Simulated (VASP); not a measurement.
# Co: single point with RPBE+D4

Crystal: Co.

```xyz
2
Lattice="2.5205 0.0000 0.0000 -1.2602 2.1828 0.0000 0.0000 0.0000 4.1000" Properties=species:S:1:pos:R:3 pbc="T T T"
Co    1.2602    0.7276    3.0750
Co    0.0000    1.4552    1.0250
```

```yaml
Program: VASP 6.6.1
Task: single point
Functional: RPBE
Dispersion: D4
Potentials_or_basis: VASP PAW PBE potentials, release 64 (Co)
Cutoff: 520 eV
k_mesh: 12 × 12 × 7
Occupations: fermi-dirac, width 0.05 eV
Spin: collinear spin, ferromagnetic start
Starting_moments: "[2.0, 2.0] μB"
Dipole_correction: no
Further_INCAR_settings: ALGO = Normal; EDIFF = 1e-06; NBANDS = 20
```

```json
{
 "Pressure": "-13.0 GPa",
 "Net moment": "3.32 μB per cell",
 "Site moments": "Co +1.69 μB",
 "Valence electrons inside the program's atomic spheres": "Co 8.20",
 "Dispersion energy per atom": "-0.807 eV"
}
```

Stress tensor (GPa, compression positive):
```
-12.27   0.00   0.00
  0.00 -12.27   0.00
  0.00   0.00 -14.49
```

Levels at points of the mesh, in eV from the Fermi level:
Spin up:
| k point | band 7 | band 8 | band 9 | band 10 | band 11 | band 12 | band 13 | band 14 | band 15 | band 16 |
| --- | --- | --- | --- | --- | --- | --- | --- | --- | --- | --- |
| (0.00, 0.00, 0.00) | -2.31 | -1.97 | -1.97 | -0.96 | -0.96 | -0.10 | 5.92 | 21.70 | 24.01 | 24.01 |
| (0.50, 0.00, 0.00) | -2.22 | -0.82 | -0.76 | -0.68 | 1.18 | 3.12 | 9.36 | 9.98 | 12.31 | 13.43 |
Spin down:
```tsv
k point	band 4	band 5	band 6	band 7	band 8	band 9	band 10	band 11
(0.00, 0.00, 0.00)	-0.86	-0.86	-0.52	-0.52	-0.25	-0.10	-0.10	1.03
(0.50, 0.00, 0.00)	-1.78	-0.99	-0.97	-0.57	1.17	1.26	1.32	2.43
```

Wall time 27 s on 1 thread of Intel(R) Xeon(R) 6975P-C (Granite Rapids), on a shared host, peak memory 0.17 GiB.

Caveat: the cell stands under tension; the PAW data sets were made with another functional, which shifts forces and pressure a little.
